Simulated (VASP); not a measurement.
Crystal: TeP.

```
CELL_PARAMETERS angstrom
3.41858 0.00000 0.00000
0.00000 3.41858 0.00000
0.00000 0.00000 3.64779
ATOMIC_POSITIONS crystal
Te 0.00000 0.00000 0.50000
P 0.50000 0.50000 0.00000
```

The cell was built from a structure type or drawn by symmetry, and may not be a known phase.

- Program: VASP 6.6.1
- Task: relaxation of cell and atoms
- Functional: PBE
- Potentials or basis: VASP PAW PBE potentials, release 64 (Te, P)
- Cutoff: 500 eV
- k mesh: 16 × 16 × 16
- Occupations: gaussian, width 0.1 eV
- Spin: no spin polarisation

At the start: pressure -0.7 GPa; volume 21.32 Å³/atom.

Task: How do energy, volume and symmetry change on relaxing?

Result: Over 8 steps the energy falls by 14.1 meV/atom and the volume is 21.12 Å³/atom (-0.9 %); space group P4/mmm (No. 123, to 0.1 Å) before, Pm-3m (No. 221, to 0.1 Å).

The path:
| step | energy change (eV) | largest force (eV/Å) | pressure (GPa) | volume (Å³) |
| --- | --- | --- | --- | --- |
| 1 | 0.0000 | 0.0000 | -0.69 | 42.63 |
| 2 | -0.0198 | 0.0000 | 0.26 | 42.06 |
| 3 | -0.0250 | 0.0000 | 1.07 | 41.64 |
| 4 | -0.0278 | 0.0000 | -0.41 | 42.47 |
| 5 | -0.0281 | 0.0000 | -0.10 | 42.29 |
| 6 | -0.0281 | 0.0000 | -0.12 | 42.30 |
| 7 | -0.0281 | 0.0000 | -0.05 | 42.26 |
| 8 | -0.0281 | 0.0000 | -0.02 | 42.24 |

Final structure:
```
Te P
1.0
     3.48268    0.00000    0.00000
     0.00000    3.48268    0.00000
     0.00000    0.00000    3.48254
Te P
1 1
Direct
  0.00000 0.00000 0.50000
  0.50000 0.50000 0.00000
```
